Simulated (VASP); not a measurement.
# Ga (Im-3m) in VASP: further runs, part 2 of 2

VASP 6.6.1.

## Step 5: Relaxation of cell and atoms, PBEsol, target pressure 100 GPa, at which the enthalpy is minimised

INCAR reads:

```
SYSTEM = Ga
ALGO = Normal ; EDIFF = 1E-7
EDIFFG = -0.005 ; ENCUT = 600
GGA = PS ; IBRION = 2
ISIF = 3 ; ISMEAR = -1
LASPH = .True. ; LCHARG = .False.
LREAL = .False. ; LWAVE = .False.
NELM = 100 ; NSW = 32
PREC = Accurate ; PSTRESS = 1000.0
SIGMA = 0.08
```

KPOINTS reads:

```
k-points
0
Gamma
  19 19 19
  0 0 0
```

POSCAR reads:

```
Ga
1.0
   -1.3943998031      1.3943998031      1.3943998031
    1.3943998031     -1.3943998031      1.3943998031
    1.3943998031      1.3943998031     -1.3943998031
Ga
1
Direct
    0.0000000000      0.0000000000      0.0000000000
```

Potentials or basis: VASP PAW PBE potentials, release 64 (Ga_d).

Launch:

```sh
$ cat potpaw_PBE.64/Ga_d/POTCAR > POTCAR
$ mpirun -np 1 vasp_std > vasp.out
```

OUTCAR:

```text
SYSTEM = Ga
   EDIFF = 1E-7
   EDIFFG = -0.005
   ENCUT = 600
   GGA = PS
   IBRION = 2
   ISIF = 3
   ISMEAR = -1
   LASPH = .True.
   LREAL = .False.
   NELM = 100
   NSW = 32
   PREC = Accurate
   PSTRESS = 1000.0

 ion  position               nearest neighbor table
   1  0.000  0.000  0.000-

  LATTYP: Found a body centered cubic cell.
 ALAT       =     2.7887996062

  Lattice vectors:

 A1 = (  -1.3943998031,   1.3943998031,   1.3943998031)
 A2 = (   1.3943998031,  -1.3943998031,   1.3943998031)
 A3 = (   1.3943998031,   1.3943998031,  -1.3943998031)

Analysis of symmetry for initial positions (statically):
=====================================================================
 Subroutine PRICEL returns:
 Original cell was already a primitive cell.

 Routine SETGRP: Setting up the symmetry group for a
[... 322 lines left out ...]
  energy without entropy =       -1.93477244  energy(sigma->0) =       -1.93761608

 E-fermi :  12.3718     XC(G=0): -14.2635

 val. band max:       12.3056242155   @ k =  -0.3158   0.4737   0.0526
 cond. band min:      12.3946626344   @ k =  -0.4737   0.4737   0.3684
 fundamental gap:      0.0890384189
 Fermi energy:        12.3718152454

 k-point     1 :       0.0000    0.0000    0.0000
  band No.  band energies     occupation
      1      -4.3237      2.00000
      2      -3.9241      2.00000
      3      -3.9241      2.00000
      4      -3.9241      2.00000
      5      -3.2879      2.00000
      6      -3.2879      2.00000
      7      33.4344      0.00000
      8      33.4344      0.00000
      9      33.4346      0.00000
     10      33.5952      0.00000
[... 287 lines left out ...]
 k-point    24 :       0.3158    0.1053    0.0000
  band No.  band energies     occupation
      1      -4.2963      2.00000
      2      -4.1794      2.00000
      3      -3.3689      2.00000
      4      -3.3124      2.00000
      5      -3.1255      2.00000
      6       1.8639      2.00000
      7      12.7988      0.00957
      8      20.6208      0.00000
      9      24.1597      0.00000
     10      29.9879      0.00000

 [... further k-points ...]
[... 5 lines left out ...]
  --------------------------------------------------------------------------------------
  -------------------------------------------------------------------------------------
  Total        6.7759471      6.7759471      6.7759471     -0.0000000      0.0000000     -0.0000000
  in kB      999.6099278    999.6099278    999.6099278     -0.0000000      0.0000000     -0.0000000
  external PRESSURE =      -0.3900722 kB  Pullay stress =    1000.0000000 kB
[... 20 lines left out ...]
  energy  without entropy=       -1.9347724390  energy(sigma->0) =       -1.93761608

  enthalpy is  TOTEN    =         4.8381315029 eV   P V=        6.7785912290

 reached required accuracy - stopping structural energy minimisation
```

OSZICAR:

```text
N       E                     dE             d eps       ncg     rms          rms(c)
DAV:   1     0.314360379232E+02    0.31436E+02   -0.73943E+03  4912   0.284E+03
DAV:   2    -0.133841356784E+01   -0.32774E+02   -0.31773E+02  4472   0.234E+02
DAV:   3    -0.205683831781E+01   -0.71842E+00   -0.71648E+00  5036   0.359E+01
DAV:   4    -0.206107092293E+01   -0.42326E-02   -0.42318E-02  5094   0.258E+00
[... 31 lines left out ...]
       N       E                     dE             d eps       ncg     rms          rms(c)
DAV:   1    -0.194046163105E+01    0.78962E-03   -0.23947E-05  4694   0.138E-01    0.828E-03
DAV:   2    -0.194046007946E+01    0.15516E-05   -0.26354E-06  4906   0.518E-02    0.369E-03
DAV:   3    -0.194045975085E+01    0.32861E-06   -0.33877E-07  3704   0.182E-02    0.864E-04
DAV:   4    -0.194045972612E+01    0.24730E-07   -0.30599E-08  2508   0.406E-03
   5 F= 0.48381315E+01 E0= 0.48409751E+01  d E =-.260155E-04
```

It took 37 s on 1 thread of AMD EPYC 9R45 (Zen 5), shared host; peak memory 0.12 GiB.

What came out:

- Free energy: -1.9405 eV
- Relaxed volume: 10.86 Å³/atom
- Relaxed cell: a = 2.416 Å, b = 2.416 Å, c = 2.416 Å, α = 109.47°, β = 109.47°, γ = 109.47°
- Space group after relaxing (to 0.05 Å): Im-3m (No. 229)
- Energy change on relaxing (the enthalpy is what falls): -9.8 meV/atom
- Ionic steps: 5
- Pressure after relaxing: 100.0 GPa

Step by step:
| step | energy change (eV) | largest force (eV/Å) | pressure (GPa) | volume (Å³) |
| --- | --- | --- | --- | --- |
| 1 | 0.0000 | 0.0000 | 100.58 | 10.84 |
| 2 | -0.0385 | 0.0000 | 98.15 | 10.91 |
| 3 | -0.0089 | 0.0000 | 100.11 | 10.86 |
| 4 | -0.0106 | 0.0000 | 99.90 | 10.86 |
| 5 | -0.0098 | 0.0000 | 99.96 | 10.86 |

Final structure:
```cif
data_structure
_symmetry_space_group_name_H-M 'P 1'
_symmetry_Int_Tables_number 1
_cell_length_a 2.4163
_cell_length_b 2.4163
_cell_length_c 2.4163
_cell_angle_alpha 109.471
_cell_angle_beta 109.471
_cell_angle_gamma 109.471
_cell_volume 10.86
loop_
_atom_site_label
_atom_site_type_symbol
_atom_site_fract_x
_atom_site_fract_y
_atom_site_fract_z
_atom_site_occupancy
Ga1 Ga 0.00000 0.00000 0.00000 1
```

Caveat: the cell is relaxed towards a set pressure, so the enthalpy falls and the energy may rise; the PAW data sets were made with another functional, which shifts forces and pressure a little.

## Step 6: The runs side by side

```csv
task,cell,cutoff (eV),gap on the mesh (eV),pressure (GPa)
single point,"a = 2.415 Å, angles 109.5°, 1 atom",520,none,100.7
single point,"a = 2.416 Å, angles 109.5°, 1 atom",520,none,100.5
relaxation of cell and atoms,"relaxed to 100 GPa from a = 2.414 Å, angles 109.5°, 1 atom",600,none,100.1
relaxation of cell and atoms,"relaxed to 100 GPa from a = 2.415 Å, angles 109.5°, 1 atom",600,none,100.0
```

Alike in all rows: level PBEsol; potentials or basis VASP PAW PBE potentials, release 64 (Ga_d); no spin polarisation; k mesh 19 × 19 × 19; smearing fermi-dirac 0.08 eV.

Caveats: the PAW data sets were made with another functional, which shifts forces and pressure a little; the cell is relaxed towards a set pressure, so the enthalpy falls and the energy may rise (some runs).

Total energies depend on the potentials used, so only differences within one code and one set of settings carry meaning.
